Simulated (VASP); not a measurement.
# Li (Fd-3m) in VASP: further runs, part 2 of 2

VASP 6.6.1. The steps go on from the part before.

## (3) Relaxation of cell and atoms, PBE

This run uses another cell than the first one, of 29.17 Å³/atom, 1.131 times its volume.

Input file INCAR:

```
SYSTEM = Li
PREC = Accurate
ENCUT = 600
EDIFF = 1E-6
ISMEAR = -1
SIGMA = 0.1
LREAL = .False.
LASPH = .True.
NELM = 80
ALGO = Normal
ISIF = 3
LWAVE = .False.
LCHARG = .False.
GGA = PE
IBRION = 2
NSW = 80
EDIFFG = -0.01
```

Input file KPOINTS:

```
regular mesh
0
Gamma
  9 9 9
  0 0 0
```

Input file POSCAR:

```
Li
1.0
    0.0000000000      3.0783766346      3.0783766346
    3.0783766346      0.0000000000      3.0783766346
    3.0783766346      3.0783766346      0.0000000000
Li
2
Direct
    0.1250000000      0.1250000000      0.1250000000
    0.8750000000      0.8750000000      0.8750000000
```

Potentials or basis: VASP PAW PBE potentials, release 64 (Li_sv).

Command:

```
$ cat potpaw_PBE.64/Li_sv/POTCAR > POTCAR
$ mpirun -np 1 vasp_std > vasp.out
```

OUTCAR:

```text
SYSTEM = Li
   PREC = Accurate
   ENCUT = 600
   EDIFF = 1E-6
   ISMEAR = -1
   LREAL = .False.
   LASPH = .True.
   NELM = 80
   ISIF = 3
   GGA = PE
   IBRION = 2
   NSW = 80
   EDIFFG = -0.01

 ion  position               nearest neighbor table
   1  0.125  0.125  0.125-
   2  0.875  0.875  0.875-

  LATTYP: Found a face centered cubic cell.
 ALAT       =     6.1567532692

  Lattice vectors:

 A1 = (   0.0000000000,   3.0783766346,   3.0783766346)
 A2 = (   3.0783766346,   0.0000000000,   3.0783766346)
 A3 = (   3.0783766346,   3.0783766346,   0.0000000000)

Analysis of symmetry for initial positions (statically):
=====================================================================
 Subroutine PRICEL returns:
 Original cell was already a primitive cell.

 Routine SETGRP: Setting up the symmetry group for a
 face centered cubic supercell.

 Subroutine GETGRP returns: Found 48 space group operations
 (whereof 12 operations were pure point group operations)
 out of a pool of 48 trial point group operations.

The static configuration has the point symmetry D_3d.
 The point group associated with its full space group is O_h .

Analysis of symmetry for dynamics (positions and initial velocities):
=====================================================================
 Subroutine PRICEL returns:
 Original cell was already a primitive cell.

 Routine SETGRP: Setting up the symmetry group for a
 face centered cubic supercell.

 Subroutine GETGRP returns: Found 48 space group operations
 (whereof 12 operations were pure point group operations)
 out of a pool of 48 trial point group operations.

The dynamic configuration has the point symmetry D_3d.
 The point group associated with its full space group is O_h .

 Subroutine INISYM returns: Found 48 space group operations
 (whereof 12 operations are pure point group operations),
 and found     1 'primitive' translations

----------------------------------------------------------------------------------------

                                     Primitive cell

  volume of cell :      58.3439

  direct lattice vectors                    reciprocal lattice vectors
     0.000000000  3.078376635  3.078376635    -0.162423270  0.162423270  0.162423270
     3.078376635  0.000000000  3.078376635     0.162423270 -0.162423270  0.162423270
     3.078376635  3.078376635  0.000000000     0.162423270  0.162423270 -0.162423270

  length of vectors
     4.353481987  4.353481987  4.353481987     0.281325356  0.281325356  0.281325356

  position of ions in fractional coordinates (direct lattice)
     0.125000000  0.125000000  0.125000000
     0.875000000  0.875000000  0.875000000

  ion indices of the primitive-cell ions
   primitive index   ion index
                 1           1
                 2           2

----------------------------------------------------------------------------------------

 KPOINTS: regular mesh

Automatic generation of k-mesh.
 Grid dimensions read from file:
 generate k-points for:    9    9    9

 Generating k-lattice:

  Cartesian coordinates                     Fractional coordinates (reciprocal lattice)
    -0.018047030  0.018047030  0.018047030     0.111111111  0.000000000  0.000000000
     0.018047030 -0.018047030  0.018047030     0.000000000  0.111111111  0.000000000
     0.018047030  0.018047030 -0.018047030     0.000000000  0.000000000  0.111111111

  Length of vectors
     0.031258373  0.031258373  0.031258373

  Shift w.r.t. Gamma in fractional coordinates (k-lattice)
     0.000000000  0.000000000  0.000000000

 Subroutine IBZKPT returns following result:
 ===========================================

 Found     35 irreducible k-points:

 Following reciprocal coordinates:
            Coordinates               Weight
  0.000000  0.000000  0.000000      1.000000
  0.111111  0.000000  0.000000      8.000000
  0.222222  0.000000  0.000000      8.000000
  0.333333  0.000000  0.000000      8.000000
  0.444444  0.000000  0.000000      8.000000
  0.111111  0.111111  0.000000      6.000000
[... 16 lines left out ...]
 -0.333333  0.333333  0.000000     12.000000
  0.444444  0.444444  0.000000      6.000000
 [... further k-points ...]
   k-points           NKPTS =     35   k-points in BZ     NKDIM =     35   number of bands    NBANDS=      7
   number of dos      NEDOS =    301   number of ions     NIONS =      2
   total plane-waves  NPLWV =  46656
   dimension x,y,z NGX =    36 NGY =   36 NGZ =   36
   dimension x,y,z NGXF=    72 NGYF=   72 NGZF=   72
   ions per type =               2
   NGX,Y,Z   is equivalent  to a cutoff of  13.75, 13.75, 13.75 a.u.
   NGXF,Y,Z  is equivalent  to a cutoff of  27.49, 27.49, 27.49 a.u.
 SYSTEM =  Li
   PREC   = accura    normal or accurate (medium, high low for compatibility)
   ISTART =      0    job   : 0-new  1-cont  2-samecut
   ICHARG =      2    charge: 1-file 2-atom 10-const
   ISPIN  =      1    spin polarized calculation?
   LNONCOLLINEAR =      F non collinear calculations
   LSORBIT =      F    spin-orbit coupling
   LASPH  =      T    aspherical Exc in radial PAW
   ENCUT  =  600.0 eV  44.10 Ry    6.64 a.u.   8.69  8.69  8.69*2*pi/ulx,y,z
   NELM   =     80;   NELMIN=  2; NELMDL= -5     # of ELM steps
   EDIFF  = 0.1E-05   stopping-criterion for ELM
   LREAL  =      F    real-space projection
   EDIFFG = -.1E-01   stopping-criterion for IOM
   NSW    =     80    number of steps for IOM
   IBRION =      2    ionic relax: 0-MD 1-quasi-New 2-CG
   NFREE  =      1    steps in history (QN), initial steepest desc. (CG)
   ISIF   =      3    stress and relaxation
   ISYM   =      2    0-nonsym 1-usesym 2-fastsym
   POTIM  = 0.5000    time-step for ionic-motion
   TEBEG  =    0.0;   TEEND  =   0.0 temperature during run
   PSTRESS=    0.0 pullay stress
   NELECT =       6.0000    total number of electrons
   NUPDOWN=      -1.0000    fix difference up-down
   EMIN   =  10.00;   EMAX   =-10.00  energy-range for DOS
   EFERMI =   0.00;   METHOD = LEGACY
   ISMEAR =    -1;   SIGMA  =   0.10  broadening in eV -4-tet -1-fermi 0-gaus
   EFERMI_NEDOS =   21; number of points for ismear=-14 and -15
   IALGO  =     38    algorithm
   IMIX   =      4    mixing-type and parameters
     AMIX     =   0.40;   BMIX     =  1.00
     AMIX_MAG =   1.60;   BMIX_MAG =  1.00
  volume/ion in A,a.u.               =      29.17       196.86
  Fermi-wavevector in a.u.,A,eV,Ry     =   0.766997  1.449414  8.004089  0.588284
  Thomas-Fermi vector in A             =   1.867457
   LORBIT       =      0    0 simple, 1 ext, 2 COOP (PROOUT), +10 PAW based schemes
   GGA     = PE    functional components
   LHFCALC =     F    Hartree Fock is set to
   AEXX    =    0.0000 exact exchange contribution
   IVDW    =     0    specifies the selected vdW correction
   LEPSILON=     F    determine dielectric tensor
   LRPA    =     F    only Hartree local field effects (RPA)
 conjugate gradient relaxation of ions
 non-spin polarized calculation
  energy-cutoff  :      600.00
  volume of cell :       58.34
 maximum number of plane-waves:      1964
   NGX = 17   NGY = 17   NGZ = 17

--------------------------------------- Ionic step        1  -------------------------------------------

 number of electron       6.0000008 magnetization

 Free energy of the ion-electron system (eV)
  ---------------------------------------------------
  ext. energy  EPLUGINS =         0.00000000
  ---------------------------------------------------
  free energy    TOTEN  =        -2.78141529 eV

  energy without entropy =       -2.75148436  energy(sigma->0) =       -2.76644983

------------------------ aborting loop because EDIFF is reached ----------------------------------------

  FORCE on cell =-STRESS in cart. coord.  units (eV):
  Direction    XX          YY          ZZ          XY          YZ          ZX
  --------------------------------------------------------------------------------------
  -------------------------------------------------------------------------------------
  Total       -0.2431871     -0.2431871     -0.2431871     -0.0000000      0.0000000     -0.0000000
  in kB       -6.6781464     -6.6781464     -6.6781464     -0.0000000      0.0000000     -0.0000000
  external PRESSURE =      -6.6781464 kB  Pullay stress =       0.0000000 kB
[... 23 lines left out ...]
--------------------------------------- Ionic step        2  -------------------------------------------

 number of electron       6.0000001 magnetization

 E-fermi :  -0.1422     XC(G=0):  -6.2255

 val. band max:       -0.1551882145   @ k =  -0.3333   0.4444   0.2222
 cond. band min:      -0.1336943786   @ k =  -0.4444   0.2222   0.0000
 fundamental gap:      0.0214938359
 Fermi energy:        -0.1422191224

 k-point     1 :       0.0000    0.0000    0.0000
  band No.  band energies     occupation
      1     -47.9131      2.00000
      2     -47.8605      2.00000
      3      -3.2756      2.00000
      4       5.0591      0.00000
      5       5.0591      0.00000
      6       5.0591      0.00000
      7       6.1412      0.00000
[... 337 lines left out ...]
--------------------------------------- Ionic step        5  -------------------------------------------

 number of electron       6.0000004 magnetization

 Free energy of the ion-electron system (eV)
  ---------------------------------------------------
  ext. energy  EPLUGINS =         0.00000000
  ---------------------------------------------------
  free energy    TOTEN  =        -2.80076677 eV

  energy without entropy =       -2.77605428  energy(sigma->0) =       -2.78841053

 E-fermi :   0.2448     XC(G=0):  -6.5193

 val. band max:        0.2203731293   @ k =   0.4444   0.0000   0.0000
 cond. band min:       0.3178383894   @ k =  -0.4444   0.2222   0.0000
 fundamental gap:      0.0974652601
 Fermi energy:         0.2448264843

 k-point     1 :       0.0000    0.0000    0.0000
  band No.  band energies     occupation
      1     -47.5268      2.00000
      2     -47.4455      2.00000
      3      -3.1459      2.00000
      4       5.8741      0.00000
      5       5.8741      0.00000
      6       5.8741      0.00000
      7       6.9967      0.00000
[... 259 lines left out ...]
  FREE ENERGIE OF THE ION-ELECTRON SYSTEM (eV)
  ---------------------------------------------------
  free  energy   TOTEN  =        -2.8007667729 eV

  energy  without entropy=       -2.7760542808  energy(sigma->0) =       -2.78841053

 reached required accuracy - stopping structural energy minimisation
```

OSZICAR:

```text
N       E                     dE             d eps       ncg     rms          rms(c)
DAV:   1     0.733503280543E+01    0.73350E+01   -0.33851E+03   490   0.820E+02
DAV:   2    -0.322524172517E+00   -0.76576E+01   -0.76151E+01   693   0.654E+01
DAV:   3    -0.263344130336E+01   -0.23109E+01   -0.22784E+01   868   0.424E+01
[... 40 lines left out ...]
DAV:   3    -0.280099975777E+01    0.22759E-02   -0.10211E-02   924   0.577E-01    0.192E-01
DAV:   4    -0.280075653792E+01    0.24322E-03   -0.42986E-04   602   0.218E-01    0.411E-02
DAV:   5    -0.280076874308E+01   -0.12205E-04   -0.14939E-04   742   0.103E-01    0.252E-03
DAV:   6    -0.280076671580E+01    0.20273E-05   -0.38964E-06   476   0.273E-02    0.934E-04
DAV:   7    -0.280076677291E+01   -0.57115E-07   -0.17483E-07   308   0.545E-03
   5 F= -.28007668E+01 E0= -.27884105E+01  d E =-.193515E-01
```

CONTCAR:

```text
Li
   1.00000000000000
    -0.0000000000000000    2.9293381819352202    2.9293381819352202
     2.9293381819352202    0.0000000000000001    2.9293381819352202
     2.9293381819352202    2.9293381819352202   -0.0000000000000000
  Li
     2
Direct
     0.1250000000000000    0.1250000000000000    0.1250000000000000
     0.8750000000000000    0.8750000000000000    0.8750000000000000

  0.00000000E+00  0.00000000E+00  0.00000000E+00
  0.00000000E+00  0.00000000E+00  0.00000000E+00
```

Wall time 41 s (1 thread of AMD EPYC 9R45 (Zen 5), shared host); peak memory 0.16 GiB.

What came out:

| Property | Result |
| --- | --- |
| Free energy | -2.8008 eV |
| Relaxed volume | 25.14 Å³/atom |
| Relaxed cell | a = 4.143 Å, b = 4.143 Å, c = 4.143 Å, α = 60.00°, β = 60.00°, γ = 60.00° |
| Space group after relaxing (to 0.05 Å) | Fd-3m (No. 227) |
| Energy gained by relaxing | 9.7 meV/atom |
| Ionic steps | 5 |
| Pressure after relaxing | 0.0 GPa |
| Band gap on the k mesh | zero (band 3 reaches 0.52 eV, above the bottom of band 4 at 0.05 eV) |

The path:
```tsv
step	energy change (eV)	largest force (eV/Å)	pressure (GPa)	volume (Å³)
1	0.0000	0.0000	-0.67	58.34
2	-0.0041	0.0000	-0.61	57.32
3	-0.0136	0.0000	-0.41	54.33
4	-0.0185	0.0000	0.19	48.67
5	-0.0194	0.0000	-0.02	50.27
```

Final structure:
```
CELL_PARAMETERS angstrom
0.00000 2.92934 2.92934
2.92934 0.00000 2.92934
2.92934 2.92934 0.00000
ATOMIC_POSITIONS crystal
Li 0.12500 0.12500 0.12500
Li 0.87500 0.87500 0.87500
```

Caveat: the cutoff is under 1.25 times the usual one of these potentials, so pressure, stress and relaxed cells hold a basis-set (Pulay) error.
